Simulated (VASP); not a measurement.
# Al (Fm-3m) in VASP: a series of runs

Al is run at these levels: revPBE+D3(BJ); tasks: single point.

Everything below comes from runs of VASP 6.6.1. Logs are shortened: lines on timing, memory, paths and dates and some standing lists are left out, and cuts for length are marked.

### 1 The cell of the first run

It takes space group Fm-3m (No. 225, cubic). Conventional cell: a = 4.103 Å, b = 4.103 Å, c = 4.103 Å, α = 90.00°, β = 90.00°, γ = 90.00°. Within 3.8 Å of Al (site symmetry m-3m) lie 12 Al at 2.90 Å.

### 2 Single point, revPBE+D3(BJ), collinear spin, ferromagnetic start

Contents of INCAR:

```
PREC = Accurate
ENCUT = 520
EDIFF = 1E-7
ISMEAR = -1
SIGMA = 0.025
LREAL = False
LASPH = True
NELM = 150
ALGO = Normal
ISIF = 2
LWAVE = False
LCHARG = True
ISPIN = 2
MAGMOM = 0.12
LORBIT = 11
GGA = RE
IVDW = 12
LELF = True
LVHAR = True
NBANDS = 12
```

Contents of KPOINTS:

```
Automatic mesh
0
Gamma
  11 11 11
```

Contents of POSCAR:

```
Al
1.0
    0.0000000000      2.0514502267      2.0514502267
    2.0514502267      0.0000000000      2.0514502267
    2.0514502267      2.0514502267      0.0000000000
Al
1
Direct
    0.0000000000      0.0000000000      0.0000000000
```

Potentials or basis: VASP PAW PBE potentials, release 64 (Al).

Launch:

```
cat potpaw_PBE.64/Al/POTCAR > POTCAR
mpirun -np 1 vasp_std > vasp.out
```

OUTCAR:

```text
PREC = Accurate
   ENCUT = 520
   EDIFF = 1E-7
   ISMEAR = -1
   LREAL = False
   LASPH = True
   NELM = 150
   ISIF = 2
   ISPIN = 2
   LORBIT = 11
   GGA = RE
   IVDW = 12
 IVDW          = 12

 ion  position               nearest neighbor table
   1  0.000  0.000  0.000-

  LATTYP: Found a face centered cubic cell.
 ALAT       =     4.1029004534

  Lattice vectors:

 A1 = (   0.0000000000,   2.0514502267,   2.0514502267)
 A2 = (   2.0514502267,   0.0000000000,   2.0514502267)
 A3 = (   2.0514502267,   2.0514502267,   0.0000000000)

Analysis of symmetry for initial positions (statically):
=====================================================================
 Subroutine PRICEL returns:
 Original cell was already a primitive cell.

 Routine SETGRP: Setting up the symmetry group for a
 face centered cubic supercell.

 Subroutine GETGRP returns: Found 48 space group operations
[... 9 lines left out ...]

 Routine SETGRP: Setting up the symmetry group for a
 face centered cubic supercell.

 Subroutine GETGRP returns: Found 48 space group operations
 (whereof 48 operations were pure point group operations)
 out of a pool of 48 trial point group operations.

The dynamic configuration has the point symmetry O_h .

Analysis of structural, dynamic, and magnetic symmetry:
=====================================================================
 Subroutine PRICEL returns:
 Original cell was already a primitive cell.

 Routine SETGRP: Setting up the symmetry group for a
 face centered cubic supercell.

 Subroutine GETGRP returns: Found 48 space group operations
 (whereof 48 operations were pure point group operations)
 out of a pool of 48 trial point group operations.

The overall configuration has the point symmetry O_h .

 Subroutine INISYM returns: Found 48 space group operations
 (whereof 48 operations are pure point group operations),
 and found     1 'primitive' translations

----------------------------------------------------------------------------------------

                                     Primitive cell

  volume of cell :      17.2668

  direct lattice vectors                    reciprocal lattice vectors
     0.000000000  2.051450227  2.051450227    -0.243730018  0.243730018  0.243730018
     2.051450227  0.000000000  2.051450227     0.243730018 -0.243730018  0.243730018
     2.051450227  2.051450227  0.000000000     0.243730018  0.243730018 -0.243730018

  length of vectors
     2.901188733  2.901188733  2.901188733     0.422152774  0.422152774  0.422152774

  position of ions in fractional coordinates (direct lattice)
     0.000000000  0.000000000  0.000000000

  ion indices of the primitive-cell ions
   primitive index   ion index
                 1           1

[... 112 lines left out ...]

 Free energy of the ion-electron system (eV)
  ---------------------------------------------------
  ext. energy  EPLUGINS =         0.00000000
  ---------------------------------------------------
  free energy    TOTEN  =        -3.55786646 eV

  energy without entropy =       -3.55603308  energy(sigma->0) =       -3.55694977

 E-fermi :   7.6306     XC(G=0):  -9.9927

 val. band max:        7.6278300223   @ k =  -0.4545   0.3636   0.0000
 cond. band min:       7.6414704233   @ k =   0.4545   0.1818   0.0909
 fundamental gap:      0.0136404010
 Fermi energy:         7.6305917615

 spin component 1

 k-point     1 :       0.0000    0.0000    0.0000
  band No.  band energies     occupation
      1      -3.2181      1.00000
      2      19.9571      0.00000
      3      19.9571      0.00000
      4      19.9571      0.00000
      5      21.2176      0.00000
      6      21.2176      0.00000
      7      21.2176      0.00000
      8      23.6889      0.00000
      9      26.5551      0.00000
     10      26.5551      0.00000
     11      29.2387      0.00000
     12      31.5702      0.00000
[... 333 lines left out ...]
      1      -0.9095      1.00000
      2      11.3580      0.00000
      3      12.7041      0.00000
      4      19.1258      0.00000
      5      21.1138      0.00000
      6      22.2071      0.00000
      7      23.1972      0.00000
      8      24.1211      0.00000
      9      26.3560      0.00000
     10      31.3809      0.00000
     11      32.5659      0.00000
     12      36.8139      0.00000

 [... further k-points ...]

 spin component 2

 k-point     1 :       0.0000    0.0000    0.0000
  band No.  band energies     occupation
      1      -3.2179      1.00000
      2      19.9573      0.00000
      3      19.9573      0.00000
      4      19.9573      0.00000
      5      21.2178      0.00000
      6      21.2178      0.00000
      7      21.2178      0.00000
      8      23.6890      0.00000
      9      26.5553      0.00000
     10      26.5553      0.00000
     11      29.2389      0.00000
     12      31.5704      0.00000
[... 333 lines left out ...]
      1      -0.9093      1.00000
      2      11.3582      0.00000
      3      12.7043      0.00000
      4      19.1260      0.00000
      5      21.1140      0.00000
      6      22.2073      0.00000
      7      23.1974      0.00000
      8      24.1213      0.00000
      9      26.3562      0.00000
     10      31.3811      0.00000
     11      32.5661      0.00000
     12      36.8141      0.00000

 [... further k-points ...]

------------------------ aborting loop because EDIFF is reached ----------------------------------------

 Edisp (eV)   -0.60925

 E8    (eV) :    -0.4312

  FORCE on cell =-STRESS in cart. coord.  units (eV):
  Direction    XX          YY          ZZ          XY          YZ          ZX
  --------------------------------------------------------------------------------------
  -------------------------------------------------------------------------------------
  Total      -0.88884    -0.88884    -0.88884     0.00000     0.00000     0.00000
  in kB     -82.47513   -82.47513   -82.47513     0.00000     0.00000     0.00000
  external pressure =      -82.48 kB  Pullay stress =        0.00 kB

 VOLUME and BASIS-vectors are now :
 -----------------------------------------------------------------------------
  energy-cutoff  :      520.00
  volume of cell :       17.27
      direct lattice vectors                 reciprocal lattice vectors
     0.000000000  2.051450227  2.051450227    -0.243730018  0.243730018  0.243730018
     2.051450227  0.000000000  2.051450227     0.243730018 -0.243730018  0.243730018
     2.051450227  2.051450227  0.000000000     0.243730018  0.243730018 -0.243730018

 POSITION                                       TOTAL-FORCE (eV/Angst)
 -----------------------------------------------------------------------------------
      0.00000      0.00000      0.00000         0.000000      0.000000      0.000000
 -----------------------------------------------------------------------------------
    total drift:                                0.000000     -0.000000     -0.000000

  FREE ENERGIE OF THE ION-ELECTRON SYSTEM (eV)
  ---------------------------------------------------
  free  energy   TOTEN  =        -4.1671182925 eV

  energy  without entropy=       -4.1652849094  energy(sigma->0) =       -4.16620160

 total charge

# of ion       s       p       d       tot
------------------------------------------
    1        0.432   0.322   0.000   0.754

 magnetization (x)

# of ion       s       p       d       tot
------------------------------------------
    1        0.000   0.000   0.000   0.000
```

It took 10 s on 1 thread of Intel Xeon 6975P-C (Granite Rapids), shared host; peak memory 0.16 GiB.

What came out:

```
Free energy                                           : -4.1671 eV
Pressure                                              : -8.2 GPa
Net moment                                            : 0.00 μB per cell
Valence electrons inside the program's atomic spheres : Al 0.75
Dispersion energy per atom                            : -0.609 eV
```

Caveat: the PAW data sets were made with another functional, which shifts forces and pressure a little; pairwise dispersion overbinds metals, which lowers pressure and volume.

### 3 Single point, revPBE+D3(BJ), collinear spin, ferromagnetic start

This run uses another cell than the first one, of 17.60 Å³/atom, 1.019 times its volume.

Contents of INCAR:

```
  PREC = Accurate
  ENCUT = 520
  EDIFF = 1E-6
  ISMEAR = -1
  SIGMA = 0.025
  LREAL = False
  LASPH = True
  NELM = 150
  ALGO = Normal
  ISIF = 2
  LWAVE = False
  LCHARG = True
  ISPIN = 2
  MAGMOM = 0.12
  LORBIT = 11
  GGA = RE
  IVDW = 12
  LELF = True
  LVHAR = True
  NBANDS = 12
```

KPOINTS is that of step 2.

Contents of POSCAR:

```
Al
1.0
    0.0000000000      2.0645171409      2.0645171409
    2.0645171409      0.0000000000      2.0645171409
    2.0645171409      2.0645171409      0.0000000000
Al
1
Direct
    0.0000000000      0.0000000000      0.0000000000
```

Potentials or basis: VASP PAW PBE potentials, release 64 (Al).

Launch:

```
cat potpaw_PBE.64/Al/POTCAR > POTCAR
mpirun -np 1 vasp_std > vasp.out
```

OUTCAR:

```text
PREC = Accurate
   ENCUT = 520
   EDIFF = 1E-6
   ISMEAR = -1
   LREAL = False
   LASPH = True
   NELM = 150
   ISIF = 2
   ISPIN = 2
   LORBIT = 11
   GGA = RE
   IVDW = 12
 IVDW          = 12

 ion  position               nearest neighbor table
   1  0.000  0.000  0.000-

  LATTYP: Found a face centered cubic cell.
 ALAT       =     4.1290342818

  Lattice vectors:

 A1 = (   0.0000000000,   2.0645171409,   2.0645171409)
[... 934 lines left out ...]
  --------------------------------------------------------------------------------------
  -------------------------------------------------------------------------------------
  Total      -1.01352    -1.01352    -1.01352     0.00000    -0.00000     0.00000
  in kB     -92.26960   -92.26960   -92.26960     0.00000    -0.00000     0.00000
  external pressure =      -92.27 kB  Pullay stress =        0.00 kB

 VOLUME and BASIS-vectors are now :
 -----------------------------------------------------------------------------
  energy-cutoff  :      520.00
  volume of cell :       17.60
      direct lattice vectors                 reciprocal lattice vectors
     0.000000000  2.064517141  2.064517141    -0.242187381  0.242187381  0.242187381
     2.064517141  0.000000000  2.064517141     0.242187381 -0.242187381  0.242187381
     2.064517141  2.064517141  0.000000000     0.242187381  0.242187381 -0.242187381

 POSITION                                       TOTAL-FORCE (eV/Angst)
 -----------------------------------------------------------------------------------
      0.00000      0.00000      0.00000         0.000000     -0.000000      0.000000
 -----------------------------------------------------------------------------------
    total drift:                                0.000000     -0.000000     -0.000000

  FREE ENERGIE OF THE ION-ELECTRON SYSTEM (eV)
  ---------------------------------------------------
  free  energy   TOTEN  =        -4.1490070731 eV

  energy  without entropy=       -4.1471578259  energy(sigma->0) =       -4.14808245

 total charge

# of ion       s       p       d       tot
------------------------------------------
    1        0.433   0.315   0.000   0.748

 magnetization (x)

# of ion       s       p       d       tot
------------------------------------------
    1        0.000   0.000   0.000   0.000
```

Wall time 9.4 s (1 thread of Intel Xeon 6975P-C (Granite Rapids), shared host); peak memory 0.15 GiB.

Results:

* Free energy: -4.1490 eV
* Pressure: -9.2 GPa
* Net moment: 0.00 μB per cell
* Valence electrons inside the program's atomic spheres: Al 0.75
* Dispersion energy per atom: -0.597 eV

Levels at points of the mesh, in eV from the Fermi level:
Spin up:
```csv
k point,band 1,band 2,band 3,band 4
"(0.00, 0.00, 0.00)",-10.72,12.22,12.22,12.22
```
Spin down:
```tsv
k point	band 1	band 2	band 3	band 4	band 5	band 6
(0.00, 0.00, 0.00)	-10.72	12.22	12.22	12.22	13.35	13.35
```

Caveat: the PAW data sets were made with another functional, which shifts forces and pressure a little; pairwise dispersion overbinds metals, which lowers pressure and volume.
